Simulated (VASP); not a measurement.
AlFe3:

```
CELL_PARAMETERS angstrom
0.00000 2.88714 2.88714
2.88714 0.00000 2.88714
2.88714 2.88714 0.00000
ATOMIC_POSITIONS crystal
Al 0.00000 0.00000 0.00000
Fe 0.50000 0.50000 0.50000
Fe 0.25000 0.25000 0.25000
Fe 0.75000 0.75000 0.75000
```

```yaml
Program: VASP 6.6.1
Task: relaxation of volume and atoms at fixed shape
Functional: PBEsol
Potentials_or_basis: VASP PAW PBE potentials, release 64 (Al, Fe)
Cutoff: 600 eV
k_mesh: 7 × 7 × 7
Occupations: fermi-dirac, width 0.05 eV
Spin: collinear spin, ferromagnetic start
Starting_moments: "[0.0, 3.5, 3.5, 3.5] μB"
```

At the start: pressure -10.1 GPa; volume 12.03 Å³/atom.

**Question.** Where does the relaxation end?

**Answer.** Over 3 steps the energy falls by 22.9 meV/atom and the volume is 11.34 Å³/atom (-5.7 %); space group Fm-3m (No. 225, to 0.05 Å); moment 5.75 μB per cell.

The path:
```
step  energy change (eV)  largest force (eV/Å)  pressure (GPa)  volume (Å³)
   1              0.0000                0.0000          -10.09        48.13
   2             -0.0158                0.0000           10.93        43.05
   3             -0.0915                0.0000           -0.08        45.38
```

Final structure:
```cif
data_structure
_symmetry_space_group_name_H-M 'P 1'
_symmetry_Int_Tables_number 1
_cell_length_a 4.0036
_cell_length_b 4.0036
_cell_length_c 4.0036
_cell_angle_alpha 60.000
_cell_angle_beta 60.000
_cell_angle_gamma 60.000
_cell_volume 45.38
loop_
_atom_site_label
_atom_site_type_symbol
_atom_site_fract_x
_atom_site_fract_y
_atom_site_fract_z
_atom_site_occupancy
Al1 Al 0.00000 0.00000 0.00000 1
Fe1 Fe 0.50000 0.50000 0.50000 1
Fe2 Fe 0.25000 0.25000 0.25000 1
Fe3 Fe 0.75000 0.75000 0.75000 1
```

Caveat: the PAW data sets were made with another functional, which shifts forces and pressure a little.
